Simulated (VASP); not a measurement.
# Hf2F3 (P-3m1) in VASP: notebook

Runs on Hf2F3. Level: PBE. Tasks: relaxation of cell and atoms.

Everything below comes from runs of VASP 6.6.1. Logs are shortened: lines on timing, memory, paths and dates and some standing lists are left out, and cuts for length are marked.

## 1. The cell of the first run

It takes space group P-3m1 (No. 164, trigonal). Conventional cell: a = 3.720 Å, b = 3.720 Å, c = 5.788 Å, α = 90.00°, β = 90.00°, γ = 120.00°. Within 3.0 Å of Hf (site symmetry 3m) lie 7 F at 2.24 to 2.57 Å. F (site symmetry -3m) has 6 Hf at 2.57 Å and 6 F at 2.97 Å within 3.4 Å. Within 3.0 Å of F (site symmetry 3m) lie 4 Hf at 2.24 to 2.32 Å and 6 F at 2.73 to 2.97 Å.

## 2. Relaxation of cell and atoms, PBE

INCAR

```
SYSTEM = Hf2F3
ALGO = Normal
EDIFF = 1E-6
EDIFFG = -0.04
ENCUT = 600
GGA = PE
IBRION = 2
ISIF = 3
ISMEAR = 0
LASPH = .TRUE.
LCHARG = .FALSE.
LREAL = .FALSE.
LWAVE = .FALSE.
NELM = 100
NSW = 90
PREC = Accurate
SIGMA = 0.1
```

KPOINTS

```
k-points
0
G
  6 6 4
  0 0 0
```

POSCAR

```
Hf2F3
1.0
    3.7204100697      0.0000000000      0.0000000000
   -1.8602050349      3.2219696329      0.0000000000
    0.0000000000      0.0000000000      5.7883537379
Hf F
2 3
Direct
    0.3333333333      0.6666666667      0.2450000000
    0.6666666667      0.3333333333      0.7550000000
    0.0000000000      0.0000000000      0.0000000000
    0.3333333333      0.6666666667      0.6450000000
    0.6666666667      0.3333333333      0.3550000000
```

Potentials or basis: VASP PAW PBE potentials, release 64 (Hf_pv, F).

Command:

```sh
cat potpaw_PBE.64/Hf_pv/POTCAR potpaw_PBE.64/F/POTCAR > POTCAR
mpirun -np 1 vasp_std > vasp.out
```

OUTCAR:

```text
SYSTEM = Hf2F3
   EDIFF = 1E-6
   EDIFFG = -0.04
   ENCUT = 600
   GGA = PE
   IBRION = 2
   ISIF = 3
   ISMEAR = 0
   LASPH = .TRUE.
   LREAL = .FALSE.
   NELM = 100
   NSW = 90
   PREC = Accurate

 ion  position               nearest neighbor table
   1  0.333  0.667  0.245-   5 2.24   5 2.24   5 2.24   4 2.32   3 2.57   3 2.57   3 2.57   2 3.56
                             2 3.56   2 3.56   2 3.65   2 3.65   2 3.65
   2  0.667  0.333  0.755-   4 2.24   4 2.24   4 2.24   5 2.32   3 2.57   3 2.57   3 2.57   1 3.56
                             1 3.56   1 3.56   1 3.65   1 3.65   1 3.65
   3  0.000  0.000  0.000-   1 2.57   2 2.57   2 2.57   1 2.57   2 2.57   1 2.57
   4  0.333  0.667  0.645-   2 2.24   2 2.24   2 2.24   1 2.32
   5  0.667  0.333  0.355-   1 2.24   1 2.24   1 2.24   2 2.32

  LATTYP: Found a hexagonal cell.
 ALAT       =     3.7204100697
 C/A-ratio  =     1.5558375635

  Lattice vectors:

 A1 = (   3.7204100697,   0.0000000000,   0.0000000000)
 A2 = (  -1.8602050349,   3.2219696329,   0.0000000000)
 A3 = (   0.0000000000,   0.0000000000,   5.7883537379)

Analysis of symmetry for initial positions (statically):
=====================================================================
 Subroutine PRICEL returns:
 Original cell was already a primitive cell.

 Routine SETGRP: Setting up the symmetry group for a
 hexagonal supercell.

 Subroutine GETGRP returns: Found 12 space group operations
 (whereof 12 operations were pure point group operations)
 out of a pool of 24 trial point group operations.

The static configuration has the point symmetry D_3d.

Analysis of symmetry for dynamics (positions and initial velocities):
=====================================================================
 Subroutine PRICEL returns:
 Original cell was already a primitive cell.

 Routine SETGRP: Setting up the symmetry group for a
 hexagonal supercell.

 Subroutine GETGRP returns: Found 12 space group operations
 (whereof 12 operations were pure point group operations)
 out of a pool of 24 trial point group operations.

The dynamic configuration has the point symmetry D_3d.

 Subroutine INISYM returns: Found 12 space group operations
 (whereof 12 operations are pure point group operations),
 and found     1 'primitive' translations

----------------------------------------------------------------------------------------

                                     Primitive cell

  volume of cell :      69.3853

  direct lattice vectors                    reciprocal lattice vectors
     3.720410070  0.000000000  0.000000000     0.268787575  0.155184579  0.000000000
    -1.860205035  3.221969633  0.000000000     0.000000000  0.310369157  0.000000000
     0.000000000  0.000000000  5.788353738     0.000000000  0.000000000  0.172760692

  length of vectors
     3.720410070  3.720410070  5.788353738     0.310369157  0.310369157  0.172760692

  position of ions in fractional coordinates (direct lattice)
     0.333333333  0.666666667  0.245000000
     0.666666667  0.333333333  0.755000000
     0.000000000  0.000000000  0.000000000
     0.333333333  0.666666667  0.645000000
     0.666666667  0.333333333  0.355000000

  ion indices of the primitive-cell ions
   primitive index   ion index
                 1           1
                 2           2
                 3           3
                 4           4
                 5           5

----------------------------------------------------------------------------------------

 KPOINTS: k-points

Automatic generation of k-mesh.
 Grid dimensions read from file:
 generate k-points for:    6    6    4

 Generating k-lattice:

  Cartesian coordinates                     Fractional coordinates (reciprocal lattice)
     0.044797929  0.025864096  0.000000000     0.166666667  0.000000000  0.000000000
     0.000000000  0.051728193  0.000000000     0.000000000  0.166666667  0.000000000
     0.000000000  0.000000000  0.043190173     0.000000000  0.000000000  0.250000000

  Length of vectors
     0.051728193  0.051728193  0.043190173

  Shift w.r.t. Gamma in fractional coordinates (k-lattice)
     0.000000000  0.000000000  0.000000000

 Subroutine IBZKPT returns following result:
 ===========================================

 Found     24 irreducible k-points:

 Following reciprocal coordinates:
            Coordinates               Weight
  0.000000  0.000000  0.000000      1.000000
  0.166667  0.000000  0.000000      6.000000
  0.333333  0.000000  0.000000      6.000000
  0.500000  0.000000  0.000000      3.000000
  0.166667  0.166667  0.000000      6.000000
  0.333333  0.166667  0.000000     12.000000
[... 16 lines left out ...]
  0.333333  0.166667  0.500000     12.000000
  0.333333  0.333333  0.500000      2.000000
   k-points           NKPTS =     24   k-points in BZ     NKDIM =     24   number of bands    NBANDS=     24
   number of dos      NEDOS =    301   number of ions     NIONS =      5
   total plane-waves  NPLWV =  43200
   dimension x,y,z NGX =    30 NGY =   30 NGZ =   48
   dimension x,y,z NGXF=    60 NGYF=   60 NGZF=   96
   ions per type =               2   3
   NGX,Y,Z   is equivalent  to a cutoff of  13.41, 13.41, 13.79 a.u.
   NGXF,Y,Z  is equivalent  to a cutoff of  26.81, 26.81, 27.57 a.u.
 SYSTEM =  Hf2F3
   PREC   = accura    normal or accurate (medium, high low for compatibility)
   ISTART =      0    job   : 0-new  1-cont  2-samecut
   ICHARG =      2    charge: 1-file 2-atom 10-const
   ISPIN  =      1    spin polarized calculation?
   LNONCOLLINEAR =      F non collinear calculations
   LSORBIT =      F    spin-orbit coupling
   LASPH  =      T    aspherical Exc in radial PAW
   ENCUT  =  600.0 eV  44.10 Ry    6.64 a.u.   7.43  7.43 11.56*2*pi/ulx,y,z
   NELM   =    100;   NELMIN=  2; NELMDL= -5     # of ELM steps
   EDIFF  = 0.1E-05   stopping-criterion for ELM
   LREAL  =      F    real-space projection
   EDIFFG = -.4E-01   stopping-criterion for IOM
   NSW    =     90    number of steps for IOM
   IBRION =      2    ionic relax: 0-MD 1-quasi-New 2-CG
   NFREE  =      1    steps in history (QN), initial steepest desc. (CG)
   ISIF   =      3    stress and relaxation
   ISYM   =      2    0-nonsym 1-usesym 2-fastsym
   POTIM  = 0.5000    time-step for ionic-motion
   TEBEG  =    0.0;   TEEND  =   0.0 temperature during run
   PSTRESS=    0.0 pullay stress
   NELECT =      41.0000    total number of electrons
   NUPDOWN=      -1.0000    fix difference up-down
   EMIN   =  10.00;   EMAX   =-10.00  energy-range for DOS
   EFERMI =   0.00;   METHOD = LEGACY
   ISMEAR =     0;   SIGMA  =   0.10  broadening in eV -4-tet -1-fermi 0-gaus
   EFERMI_NEDOS =   21; number of points for ismear=-14 and -15
   IALGO  =     38    algorithm
   IMIX   =      4    mixing-type and parameters
     AMIX     =   0.40;   BMIX     =  1.00
     AMIX_MAG =   1.60;   BMIX_MAG =  1.00
  volume/ion in A,a.u.               =      13.88        93.65
  Fermi-wavevector in a.u.,A,eV,Ry     =   1.373769  2.596047 25.677472  1.887241
  Thomas-Fermi vector in A             =   2.499256
   LORBIT       =      0    0 simple, 1 ext, 2 COOP (PROOUT), +10 PAW based schemes
   GGA     = PE    functional components
   LHFCALC =     F    Hartree Fock is set to
   AEXX    =    0.0000 exact exchange contribution
   IVDW    =     0    specifies the selected vdW correction
   LEPSILON=     F    determine dielectric tensor
   LRPA    =     F    only Hartree local field effects (RPA)
 conjugate gradient relaxation of ions
 non-spin polarized calculation
 Gauss-broadening in eV      SIGMA  =   0.10
  energy-cutoff  :      600.00
  volume of cell :       69.39
 maximum number of plane-waves:      2376
 NGX is ok and might be reduce to    30
   NGX = 15   NGY = 15   NGZ = 23

--------------------------------------- Ionic step        1  -------------------------------------------

 number of electron      41.0000001 magnetization

 Free energy of the ion-electron system (eV)
  ---------------------------------------------------
  ext. energy  EPLUGINS =         0.00000000
  ---------------------------------------------------
  free energy    TOTEN  =       -32.67083494 eV

  energy without entropy =      -32.64726474  energy(sigma->0) =      -32.65904984

------------------------ aborting loop because EDIFF is reached ----------------------------------------

  FORCE on cell =-STRESS in cart. coord.  units (eV):
  Direction    XX          YY          ZZ          XY          YZ          ZX
  --------------------------------------------------------------------------------------
  -------------------------------------------------------------------------------------
  Total        1.1136924      1.1136924      1.3182993     -0.0000000      0.0000000      0.0000000
  in kB       25.7163015     25.7163015     30.4408865     -0.0000000      0.0000000      0.0000000
  external PRESSURE =      27.2911632 kB  Pullay stress =       0.0000000 kB
[... 98 lines left out ...]
  FREE ENERGIE OF THE ION-ELECTRON SYSTEM (eV)
  ---------------------------------------------------
  free  energy   TOTEN  =       -33.4026828095 eV

  energy  without entropy=      -33.3832627492  energy(sigma->0) =      -33.39297278

 E-fermi :   5.4965     XC(G=0): -10.6507

 val. band max:        5.4299617159   @ k =   0.0000   0.0000   0.5000
 cond. band min:       5.5001734838   @ k =   0.3333   0.1667   0.0000
 fundamental gap:      0.0702117679
 Fermi energy:         5.4965036921

 k-point     1 :       0.0000    0.0000    0.0000
  band No.  band energies     occupation
      1     -26.8105      2.00000
      2     -26.6846      2.00000
      3     -26.6846      2.00000
      4     -26.5408      2.00000
      5     -26.5408      2.00000
      6     -26.3103      2.00000
[... 637 lines left out ...]
     23       6.8917      0.00000
     24       7.9561      0.00000

[... ionic steps 4 to 23 ...]

--------------------------------------- Ionic step       24  -------------------------------------------

 number of electron      41.0000025 magnetization

------------------------ aborting loop because EDIFF is reached ----------------------------------------

  FORCE on cell =-STRESS in cart. coord.  units (eV):
  Direction    XX          YY          ZZ          XY          YZ          ZX
  --------------------------------------------------------------------------------------
  -------------------------------------------------------------------------------------
  Total        0.2756998      0.2756998      0.1396698     -0.0000000      0.0000000     -0.0000000
  in kB        6.2459620      6.2459620      3.1642107     -0.0000000      0.0000000     -0.0000000
  external PRESSURE =       5.2187116 kB  Pullay stress =       0.0000000 kB
[... 63 lines left out ...]
  energy  without entropy=      -34.0813671240  energy(sigma->0) =      -34.08641344

--------------------------------------- Ionic step       26  -------------------------------------------

 number of electron      41.0000031 magnetization

 Free energy of the ion-electron system (eV)
  ---------------------------------------------------
  ext. energy  EPLUGINS =         0.00000000
  ---------------------------------------------------
  free energy    TOTEN  =       -34.09197770 eV

  energy without entropy =      -34.08222456  energy(sigma->0) =      -34.08710113

 E-fermi :   5.6471     XC(G=0): -10.7471

 val. band max:        5.5686469815   @ k =   0.0000   0.1667   0.2500
 cond. band min:       5.6647410612   @ k =   0.0000   0.1667   0.2500
 fundamental gap:      0.0960940798
 Fermi energy:         5.6470966664

 k-point     1 :       0.0000    0.0000    0.0000
  band No.  band energies     occupation
      1     -26.9845      2.00000
      2     -26.5621      2.00000
      3     -26.5621      2.00000
      4     -26.4795      2.00000
      5     -26.4795      2.00000
      6     -26.4042      2.00000
[... 669 lines left out ...]
  FREE ENERGIE OF THE ION-ELECTRON SYSTEM (eV)
  ---------------------------------------------------
  free  energy   TOTEN  =       -34.0919777040 eV

  energy  without entropy=      -34.0822245611  energy(sigma->0) =      -34.08710113

 reached required accuracy - stopping structural energy minimisation
```

It took 24 min on 1 thread of Intel Xeon 8259CL, shared host; peak memory 0.24 GiB.

Results:

```
Free energy                           : -34.0920 eV
Relaxed volume                        : 14.24 Å³/atom
Relaxed cell                          : a = 3.486 Å, b = 3.486 Å, c = 6.765 Å, α = 90.00°, β = 90.00°, γ = 120.00°
Space group after relaxing (to 0.1 Å) : P-3m1 (No. 164)
Energy gained by relaxing             : 284.2 meV/atom
Ionic steps                           : 26
Pressure after relaxing               : -0.1 GPa
Largest force after relaxing          : 0.038 eV/Å
Band gap on the k mesh                : zero (an odd number of electrons rules out a gap without spin polarisation)
```

Forces on the atoms (eV/Å):
```
Hf   0.000  0.000 -0.038
Hf   0.000  0.000  0.038
F    0.000  0.000  0.000
F    0.000  0.000  0.014
F    0.000  0.000 -0.014
```

Stress tensor (GPa, compression positive):
```
-0.07  0.00  0.00
 0.00 -0.07  0.00
 0.00  0.00 -0.29
```

Step by step:
```csv
step,energy change (eV),largest force (eV/Å),pressure (GPa),volume (Å³)
1,0.0000,2.3413,2.73,69.39
2,-0.4812,1.7748,-2.82,71.79
3,-0.7318,1.7538,-5.91,79.28
4,-0.9071,1.1828,-6.28,75.00
5,-0.9496,0.2850,-6.61,77.41
6,-0.9715,0.4749,-6.67,76.38
7,-0.9714,2.6936,4.34,69.95
8,-1.1135,0.8894,-1.67,72.93
9,-1.3092,0.4104,0.82,69.74
10,-1.3612,0.2544,3.64,67.24
11,-1.3882,0.3075,-1.77,70.02
12,-1.3956,0.2550,-0.12,69.07
13,-1.4002,0.1130,-0.09,69.17
14,-1.4003,0.1282,-0.08,69.18
15,-1.4025,0.1135,0.17,69.12
16,-1.4068,0.0654,0.97,68.96
17,-1.4031,0.0967,2.79,68.60
18,-1.4076,0.0540,1.47,68.86
19,-1.4082,0.0493,1.44,68.91
20,-1.4100,0.0328,1.35,69.06
21,-1.4131,0.0074,1.17,69.36
22,-1.4175,0.0579,0.83,69.96
23,-1.4187,0.1582,0.36,71.15
24,-1.4194,0.1264,0.52,70.72
25,-1.4206,0.0867,0.21,70.94
26,-1.4211,0.0384,-0.14,71.20
```

Final structure:
```xyz
5
Lattice="3.4861 0.0000 0.0000 -1.7431 3.0191 0.0000 0.0000 0.0000 6.7646" Properties=species:S:1:pos:R:3 pbc="T T T"
Hf    0.0000    2.0127    1.1847
Hf    1.7431    1.0064    5.5800
F     0.0000    0.0000    0.0000
F     0.0000    2.0127    4.3110
F     1.7431    1.0064    2.4536
```

Caveat: a cell axis changed by over 15 % at a fixed basis, so the end point is rough; spin-orbit coupling is left out, which moves the levels of the heavy elements; an odd number of electrons without spin polarisation forces a metal; a magnetic or distorted state may lie lower.

## 3. Relaxation of cell and atoms, PBE

This run uses another cell than the first one, of 15.21 Å³/atom.

INCAR

```
  PREC = Accurate
  ENCUT = 600
  EDIFF = 1E-7
  ISMEAR = 0
  SIGMA = 0.1
  LREAL = F
  LASPH = T
  NELM = 100
  ALGO = Normal
  ISIF = 3
  LWAVE = F
  LCHARG = F
  GGA = PE
  IBRION = 2
  NSW = 100
  EDIFFG = -0.01
```

KPOINTS

```
Automatic mesh
0
Gamma
  12 12 4
```

POSCAR

```
Hf2F3
1.0
    2.9812716666      0.0000000000      0.0000000000
   -1.4906358333      2.5818569988      0.0000000000
    0.0000000000      0.0000000000      9.8832511067
Hf F
2 3
Direct
    0.3333333333      0.6666666667      0.1989168610
    0.6666666667      0.3333333333      0.8010831390
    0.0000000000      0.0000000000      0.0000000000
    0.3333333333      0.6666666667      0.6495875537
    0.6666666667      0.3333333333      0.3504124463
```

Potentials or basis: VASP PAW PBE potentials, release 64 (Hf_pv, F).

Command:

```sh
cat potpaw_PBE.64/Hf_pv/POTCAR potpaw_PBE.64/F/POTCAR > POTCAR
mpirun -np 1 vasp_std > vasp.out
```

Run time: 14 min. Hardware: 1 thread of Intel Xeon 8259CL, shared host; peak memory 0.31 GiB.

It converged, with:

| Item | Value |
| --- | --- |
| Free energy | -35.7025 eV |
| Relaxed volume | 15.01 Å³/atom |
| Relaxed cell | a = 2.971 Å, b = 2.971 Å, c = 9.818 Å, α = 90.00°, β = 90.00°, γ = 120.00° |
| Space group after relaxing (to 0.1 Å) | P-3m1 (No. 164) |
| Energy gained by relaxing | 1.3 meV/atom |
| Ionic steps | 5 |
| Pressure after relaxing | 0.0 GPa |
| Largest force after relaxing | 0.005 eV/Å |
| Band gap on the k mesh | zero (an odd number of electrons rules out a gap without spin polarisation) |

Forces on the atoms (eV/Å):
```
Hf   0.000  0.000  0.005
Hf   0.000  0.000 -0.005
F    0.000  0.000  0.000
F    0.000  0.000  0.003
F    0.000  0.000 -0.003
```

Stress tensor (GPa, compression positive):
```
 0.08  0.00  0.00
 0.00  0.08  0.00
 0.00  0.00 -0.10
```

Step by step:
```tsv
step	energy change (eV)	largest force (eV/Å)	pressure (GPa)	volume (Å³)
1	0.0000	0.2267	-1.49	76.07
2	-0.0011	0.2610	1.19	74.52
3	-0.0062	0.0501	-0.12	75.25
4	-0.0064	0.0172	-0.03	75.12
5	-0.0065	0.0051	0.02	75.03
```

Final structure:
```yaml
crystal:
  lattice:
    - [2.97055, 0.00000, 0.00000]
    - [-1.48527, 2.57257, 0.00000]
    - [0.00000, 0.00000, 9.81837]
  atoms:
    - { symbol: Hf, position: [0.33333, 0.66667, 0.19900] }
    - { symbol: Hf, position: [0.66667, 0.33333, 0.80100] }
    - { symbol: F, position: [0.00000, 0.00000, 0.00000] }
    - { symbol: F, position: [0.33333, 0.66667, 0.65004] }
    - { symbol: F, position: [0.66667, 0.33333, 0.34996] }
```

Levels at points of the mesh, in eV from the Fermi level:
```tsv
k point	band 18	band 19	band 20	band 21	band 22	band 23
(0.00, 0.00, 0.00)	-6.52	-3.53	-2.52	-0.07	1.18	1.18
(0.50, 0.00, 0.00)	-6.80	-2.57	-2.21	0.43	2.01	2.80
(0.00, 0.00, 0.50)	-6.53	-3.29	-2.70	-0.06	1.18	1.18
(0.50, 0.00, 0.50)	-6.77	-2.53	-2.24	0.41	2.04	2.79
```

Caveat: spin-orbit coupling is left out, which moves the levels of the heavy elements; an odd number of electrons without spin polarisation forces a metal; a magnetic or distorted state may lie lower.

The gap in the log of VASP goes by the Fermi energy; the results here count the filled bands.